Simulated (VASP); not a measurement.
Write the native input for VASP 6.6.1 that does the following.

- Task: single point
- Functional: PBE
- Potentials or basis: VASP PAW PBE potentials, release 64 (Li_sv, Cl)
- Cutoff: 750 eV
- k mesh: 6 × 6 × 6
- Occupations: gaussian, width 0.01 eV
- Spin: no spin polarisation
- Dipole correction: no
- Further INCAR settings: ALGO = Normal; EDIFF = 1e-06; NBANDS = 12

The structure of LiCl lies in POSCAR:

```
LiCl
1.0
    0.0000000000      2.5647700000      2.5647700000
    2.5647700000      0.0000000000      2.5647700000
    2.5647700000      2.5647700000      0.0000000000
Li Cl
1 1
Direct
    0.0019494925     -0.0019494925      0.0019494925
    0.5000000000      0.5000000000      0.5000000000
```

These files were run (other wordings do the same):

INCAR

```
PREC = Accurate ; ENCUT = 750
EDIFF = 1E-6 ; ISMEAR = 0
SIGMA = 0.01 ; LREAL = False
LASPH = True ; NELM = 120
ALGO = Normal ; ISIF = 2
LWAVE = False ; LCHARG = True
GGA = PE ; LELF = True
LVHAR = True ; NBANDS = 12
GGA_COMPAT = False
```

KPOINTS

```
Automatic mesh
0
Gamma
  6 6 6
```

Potentials or basis: VASP PAW PBE potentials, release 64 (Li_sv, Cl).

Run with:

```console
$ cat potpaw_PBE.64/Li_sv/POTCAR potpaw_PBE.64/Cl/POTCAR > POTCAR
$ mpirun -np 1 vasp_std > vasp.out
```

Results of the run:

| Item | Value |
| --- | --- |
| Pressure | 0.3 GPa |
| Largest force | 0.007 eV/Å |
| Band gap on the k mesh | 6.33 eV |

It took 30 s on 1 thread of Intel Xeon 8259CL (shared host), peak memory 0.14 GiB.
